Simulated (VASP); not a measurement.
Crystal: SnO2.

```xyz
12
Lattice="5.1753 0.0000 0.0000 0.0000 5.1753 0.0000 0.0000 0.0000 5.1753" Properties=species:S:1:pos:R:3 pbc="T T T"
Sn    0.0000    0.0000    0.0000
Sn    2.5876    0.0000    2.5876
Sn    2.5876    2.5876    0.0000
Sn    0.0000    2.5876    2.5876
O     3.4214    4.3415    0.8337
O     4.3415    0.8337    3.4214
O     0.8337    3.4214    4.3415
O     1.7539    1.7539    1.7539
O     3.4214    3.4214    3.4214
O     4.3415    1.7539    0.8337
O     0.8337    4.3415    1.7539
O     1.7539    0.8337    4.3415
```

Base run:

```yaml
Program: VASP 6.6.1
Functional: BLYP
Potentials_or_basis: VASP PAW PBE potentials, release 64 (Sn_d, O)
Cutoff: 520 eV
k_mesh: 4 × 4 × 4
Occupations: fermi-dirac, width 0.05 eV
Spin: no spin polarisation
```

Its results: band gap on the k mesh 0.62 eV, indirect (least direct gap 0.67 eV); pressure 6.2 GPa; largest force 0.038 eV/Å.

Problem. The run is repeated on the same cell with these changes: functional from BLYP to RPBE. What comes out?

Solution. Band gap on the k mesh 0.63 eV, indirect (least direct gap 0.68 eV); pressure 4.2 GPa; largest force 0.017 eV/Å.

Caveats: the PAW data sets were made with another functional, which shifts forces and pressure a little; spin-orbit coupling is left out, which moves the levels of the heavy elements.

A k mesh can miss the band edges.
